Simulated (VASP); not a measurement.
# CoNiO2 (P4/mmm) in VASP: further runs, part 3 of 3

VASP 6.6.1. The steps go on from the part before.

### Step 6. Single point, PBEsol, collinear spin, ferrimagnetic start

This run uses another cell than the first one, of 9.59 Å³/atom.

INCAR reads:

```
PREC = Accurate ; ENCUT = 520
EDIFF = 1E-7 ; ISMEAR = -1
SIGMA = 0.05 ; LREAL = False
LASPH = True ; NELM = 150
ALGO = Normal ; ISIF = 2
LWAVE = False ; LCHARG = True
ISPIN = 2 ; MAGMOM = 1 -2 0 0
LORBIT = 11 ; LMAXMIX = 4
GGA = PS ; LELF = True
LVHAR = True ; NBANDS = 28
```

KPOINTS reads:

```
Automatic mesh
0
Gamma
  9 9 6
```

POSCAR reads:

```
CoNiO2
1.0
    3.0143330000      0.0000000000      0.0000000000
    0.0000000000      3.0143330000      0.0000000000
    0.0000000000      0.0000000000      4.2222850000
Ni Co O
1 1 2
Direct
    0.0000000000      0.0000000000      0.0000000000
    0.5000000000      0.5000000000      0.5000000000
    0.0000000000      0.0000000000      0.5000000000
    0.5000000000      0.5000000000      0.0000000000
```

Potentials or basis: VASP PAW PBE potentials, release 64 (Ni, Co, O).

Started as:

```bash
> cat potpaw_PBE.64/Ni/POTCAR potpaw_PBE.64/Co/POTCAR potpaw_PBE.64/O/POTCAR > POTCAR
> mpirun -np 1 vasp_std > vasp.out
```

OUTCAR:

```text
PREC = Accurate
   ENCUT = 520
   EDIFF = 1E-7
   ISMEAR = -1
   LREAL = False
   LASPH = True
   NELM = 150
   ISIF = 2
   ISPIN = 2
   LORBIT = 11
   GGA = PS

 ion  position               nearest neighbor table
   1  0.000  0.000  0.000-   3 2.11   3 2.11   4 2.13   4 2.13   4 2.13   4 2.13   2 3.00   2 3.00
                             2 3.00   2 3.00   2 3.00   2 3.00   2 3.00   2 3.00
   2  0.500  0.500  0.500-   4 2.11   4 2.11   3 2.13   3 2.13   3 2.13   3 2.13   1 3.00   1 3.00
                             1 3.00   1 3.00   1 3.00   1 3.00   1 3.00   1 3.00
   3  0.000  0.000  0.500-   1 2.11   1 2.11   2 2.13   2 2.13   2 2.13   2 2.13
   4  0.500  0.500  0.000-   2 2.11   2 2.11   1 2.13   1 2.13   1 2.13   1 2.13

  LATTYP: Found a simple tetragonal cell.
 ALAT       =     3.0143330000
 C/A-ratio  =     1.4007360832

  Lattice vectors:

 A1 = (   3.0143330000,   0.0000000000,   0.0000000000)
 A2 = (   0.0000000000,   3.0143330000,   0.0000000000)
 A3 = (   0.0000000000,   0.0000000000,   4.2222850000)

Analysis of symmetry for initial positions (statically):
=====================================================================
 Subroutine PRICEL returns:
 Original cell was already a primitive cell.

 Routine SETGRP: Setting up the symmetry group for a
 simple tetragonal supercell.

 Subroutine GETGRP returns: Found 16 space group operations
 (whereof 16 operations were pure point group operations)
 out of a pool of 16 trial point group operations.

The static configuration has the point symmetry D_4h.

Analysis of symmetry for dynamics (positions and initial velocities):
=====================================================================
 Subroutine PRICEL returns:
 Original cell was already a primitive cell.

 Routine SETGRP: Setting up the symmetry group for a
 simple tetragonal supercell.

 Subroutine GETGRP returns: Found 16 space group operations
 (whereof 16 operations were pure point group operations)
 out of a pool of 16 trial point group operations.

The dynamic configuration has the point symmetry D_4h.

Analysis of structural, dynamic, and magnetic symmetry:
=====================================================================
 Subroutine PRICEL returns:
 Original cell was already a primitive cell.

 Routine SETGRP: Setting up the symmetry group for a
 simple tetragonal supercell.

 Subroutine GETGRP returns: Found 16 space group operations
 (whereof 16 operations were pure point group operations)
 out of a pool of 16 trial point group operations.

The overall configuration has the point symmetry D_4h.

 Subroutine INISYM returns: Found 16 space group operations
 (whereof 16 operations are pure point group operations),
 and found     1 'primitive' translations

----------------------------------------------------------------------------------------

                                     Primitive cell

  volume of cell :      38.3645

  direct lattice vectors                    reciprocal lattice vectors
     3.014333000  0.000000000  0.000000000     0.331748350  0.000000000  0.000000000
     0.000000000  3.014333000  0.000000000     0.000000000  0.331748350  0.000000000
     0.000000000  0.000000000  4.222285000     0.000000000  0.000000000  0.236838584

  length of vectors
     3.014333000  3.014333000  4.222285000     0.331748350  0.331748350  0.236838584
[... 85 lines left out ...]
   EDIFF  = 0.1E-06   stopping-criterion for ELM
   LREAL  =      F    real-space projection
   EDIFFG = 0.1E-05   stopping-criterion for IOM
   NSW    =      0    number of steps for IOM
   IBRION =     -1    ionic relax: 0-MD 1-quasi-New 2-CG
   NFREE  =      0    steps in history (QN), initial steepest desc. (CG)
   ISIF   =      2    stress and relaxation
   ISYM   =      2    0-nonsym 1-usesym 2-fastsym
   POTIM  = 0.5000    time-step for ionic-motion
   TEBEG  =    0.0;   TEEND  =   0.0 temperature during run
   PSTRESS=    0.0 pullay stress
   NELECT =      31.0000    total number of electrons
   NUPDOWN=      -1.0000    fix difference up-down
   EMIN   =  10.00;   EMAX   =-10.00  energy-range for DOS
   EFERMI =   0.00;   METHOD = LEGACY
   ISMEAR =    -1;   SIGMA  =   0.05  broadening in eV -4-tet -1-fermi 0-gaus
   EFERMI_NEDOS =   21; number of points for ismear=-14 and -15
   IALGO  =     38    algorithm
   IMIX   =      4    mixing-type and parameters
     AMIX     =   0.40;   BMIX     =  1.00
     AMIX_MAG =   1.60;   BMIX_MAG =  1.00
  volume/ion in A,a.u.               =       9.59        64.72
  Fermi-wavevector in a.u.,A,eV,Ry     =   1.524821  2.881493 31.634602  2.325078
  Thomas-Fermi vector in A             =   2.633075
   LORBIT       =     11    0 simple, 1 ext, 2 COOP (PROOUT), +10 PAW based schemes
   GGA     = PS    functional components
   LHFCALC =     F    Hartree Fock is set to
   AEXX    =    0.0000 exact exchange contribution
   IVDW    =     0    specifies the selected vdW correction
   LEPSILON=     F    determine dielectric tensor
   LRPA    =     F    only Hartree local field effects (RPA)
 spin polarized calculation
  energy-cutoff  :      520.00
  volume of cell :       38.36
 maximum number of plane-waves:      1055
 NGX is ok and might be reduce to    24
   NGX = 11   NGY = 11   NGZ = 15

 number of electron      30.9999976 magnetization      -1.5815597

 Free energy of the ion-electron system (eV)
  ---------------------------------------------------
  ext. energy  EPLUGINS =         0.00000000
  ---------------------------------------------------
  free energy    TOTEN  =       -26.18692205 eV

  energy without entropy =      -26.12721829  energy(sigma->0) =      -26.15707017

 E-fermi :   7.4317     XC(G=0): -12.6720

 val. band max:        7.4310474763   @ k =   0.1111   0.0000   0.3333
 cond. band min:       7.4334270527   @ k =   0.4444   0.0000   0.3333
 fundamental gap:      0.0023795763
 Fermi energy:         7.4316828869

 spin component 1

 k-point     1 :       0.0000    0.0000    0.0000
  band No.  band energies     occupation
      1     -12.4381      1.00000
      2     -11.0825      1.00000
      3       0.8580      1.00000
      4       3.3473      1.00000
      5       3.3473      1.00000
      6       4.5991      1.00000
[... 709 lines left out ...]
     26      22.4271      0.00000
     27      27.2249      0.00000

 [... further k-points ...]

 spin component 2

 k-point     1 :       0.0000    0.0000    0.0000
  band No.  band energies     occupation
      1     -12.5585      1.00000
      2     -11.2029      1.00000
      3       0.7586      1.00000
      4       3.2178      1.00000
      5       3.2178      1.00000
      6       3.7733      1.00000
[... 709 lines left out ...]
     26      22.1136      0.00000
     27      27.1029      0.00000

 [... further k-points ...]

 [bands above 27 left out]

------------------------ aborting loop because EDIFF is reached ----------------------------------------

  FORCE on cell =-STRESS in cart. coord.  units (eV):
  Direction    XX          YY          ZZ          XY          YZ          ZX
  --------------------------------------------------------------------------------------
  -------------------------------------------------------------------------------------
  Total       -3.5576009     -3.5576009     -2.8918960      0.0000000      0.0000000      0.0000000
  in kB     -148.5722869   -148.5722869   -120.7711631      0.0000000      0.0000000      0.0000000
  external PRESSURE =    -139.3052456 kB  Pullay stress =       0.0000000 kB

 VOLUME and BASIS-vectors are now :
 -----------------------------------------------------------------------------
  energy-cutoff  :      520.00
  volume of cell :       38.36
      direct lattice vectors                 reciprocal lattice vectors
     3.014333000  0.000000000  0.000000000     0.331748350  0.000000000  0.000000000
     0.000000000  3.014333000  0.000000000     0.000000000  0.331748350  0.000000000
     0.000000000  0.000000000  4.222285000     0.000000000  0.000000000  0.236838584

 POSITION                                       TOTAL-FORCE (eV/Angst)
 -----------------------------------------------------------------------------------
      0.00000      0.00000      0.00000         0.000000      0.000000      0.000000
      1.50717      1.50717      2.11114         0.000000      0.000000      0.000000
      0.00000      0.00000      2.11114         0.000000      0.000000      0.000000
      1.50717      1.50717      0.00000         0.000000      0.000000      0.000000
 -----------------------------------------------------------------------------------
    total drift:                                0.000000     -0.000000     -0.000000

  FREE ENERGIE OF THE ION-ELECTRON SYSTEM (eV)
  ---------------------------------------------------
  free  energy   TOTEN  =       -26.1869220473 eV

  energy  without entropy=      -26.1272182950  energy(sigma->0) =      -26.15707017

 total charge

# of ion       s       p       d       tot
------------------------------------------
    1        0.316   0.365   8.291   8.971
    2        0.299   0.362   7.147   7.807
    3        1.556   3.375   0.000   4.930
    4        1.558   3.357   0.000   4.914
--------------------------------------------------
tot          3.728   7.457  15.438  26.623

 magnetization (x)

# of ion       s       p       d       tot
------------------------------------------
    1        0.012   0.015   0.967   0.993
    2       -0.021  -0.021  -2.383  -2.426
    3       -0.014  -0.127   0.000  -0.141
    4        0.002   0.016   0.000   0.018
--------------------------------------------------
tot         -0.022  -0.117  -1.416  -1.555
```

OSZICAR:

```text
N       E                     dE             d eps       ncg     rms          rms(c)
DAV:   1     0.247644142819E+03    0.24764E+03   -0.13980E+04  6928   0.140E+03
DAV:   2    -0.566939520020E+01   -0.25331E+03   -0.22627E+03  6960   0.322E+02
DAV:   3    -0.303235812410E+02   -0.24654E+02   -0.22969E+02  7380   0.110E+02
[... 22 lines left out ...]
DAV:  26    -0.261869223198E+02   -0.11291E-04   -0.23711E-04  9028   0.162E-01    0.330E-02
DAV:  27    -0.261869209795E+02    0.13403E-05   -0.19884E-05  9844   0.488E-02    0.286E-02
DAV:  28    -0.261869199376E+02    0.10419E-05   -0.57610E-04  8568   0.167E-01    0.188E-02
DAV:  29    -0.261869220563E+02   -0.21187E-05   -0.10312E-05  7960   0.260E-02    0.606E-03
DAV:  30    -0.261869220473E+02    0.89881E-08   -0.34241E-07  6312   0.589E-03
   1 F= -.26186922E+02 E0= -.26157070E+02  d E =-.597038E-01  mag=    -1.5824
```

It took 80 s on 1 thread of Intel Xeon 6975P-C (Granite Rapids), shared host; peak memory 0.23 GiB.

What came out:

```
Free energy                                           : -26.1869 eV
Pressure                                              : -13.9 GPa
Net moment                                            : -1.58 μB per cell
Site moments                                          : Ni +0.99; Co -2.43; O -0.14, +0.02 μB
Valence electrons inside the program's atomic spheres : Ni 8.97; Co 7.81; O 4.93, 4.91
```

Levels at points of the mesh, in eV from the Fermi level:
Spin up:
```tsv
k point	band 13	band 14	band 15	band 16	band 17	band 18
(0.00, 0.00, 0.00)	-1.91	-1.39	-0.21	-0.21	0.12	0.58
(0.00, 0.00, 0.50)	-1.14	-1.14	0.05	0.05	0.10	0.98
```
Spin down:
```csv
k point,band 14,band 15,band 16,band 17,band 18,band 19,band 20,band 21
"(0.00, 0.00, 0.00)",-1.90,-0.88,-0.88,-0.63,-0.36,1.18,5.96,10.08
"(0.00, 0.00, 0.50)",-1.55,-0.64,-0.63,-0.63,0.11,5.04,5.19,12.84
```

Caveat: the cell stands under tension; the PAW data sets were made with another functional, which shifts forces and pressure a little; semilocal functionals often make such compounds metallic where correlation or magnetic order opens a gap, which also shifts bond lengths. With open d or f shells a metallic result of PBEsol can be an artefact of self-interaction; +U or a hybrid may open a gap.

### Step 7. Overview

```csv
level,potentials or basis,spin,cell,gap on the mesh (eV),pressure (GPa),moment (μB)
LDA,"VASP PAW LDA potentials, release 64 (Ni, Co, O)","collinear, ferromagnetic start","a = 3.034, b = 3.034, c = 4.250 Å, 4 atoms",none,-25.4,3.50
LDA,"VASP PAW LDA potentials, release 64 (Ni, Co, O)","collinear, ferromagnetic start","a = 3.054, b = 3.054, c = 4.278 Å, 4 atoms",none,-27.3,3.60
PBEsol,"VASP PAW PBE potentials, release 64 (Ni, Co, O)",off,"a = 3.014, b = 3.014, c = 4.222 Å, 4 atoms",none,-23.8,-
PBEsol,"VASP PAW PBE potentials, release 64 (Ni, Co, O)","collinear, ferromagnetic start","a = 3.014, b = 3.014, c = 4.222 Å, 4 atoms",none,-12.4,4.47
PBEsol,"VASP PAW PBE potentials, release 64 (Ni, Co, O)","collinear, ferrimagnetic start","a = 3.014, b = 3.014, c = 4.222 Å, 4 atoms",none,-13.9,1.58
```

Alike in all rows: task single point; k mesh 9 × 9 × 6; cutoff (eV) 520; smearing fermi-dirac 0.05 eV.

Caveats: the cell stands under tension; semilocal functionals often make such compounds metallic where correlation or magnetic order opens a gap, which also shifts bond lengths; the PAW data sets were made with another functional, which shifts forces and pressure a little (at least some runs); an odd number of electrons without spin polarisation forces a metal (at least some runs); a magnetic or distorted state may lie lower (at least some runs).

Total energies depend on the potentials used, so only differences within one code and one set of settings carry meaning.
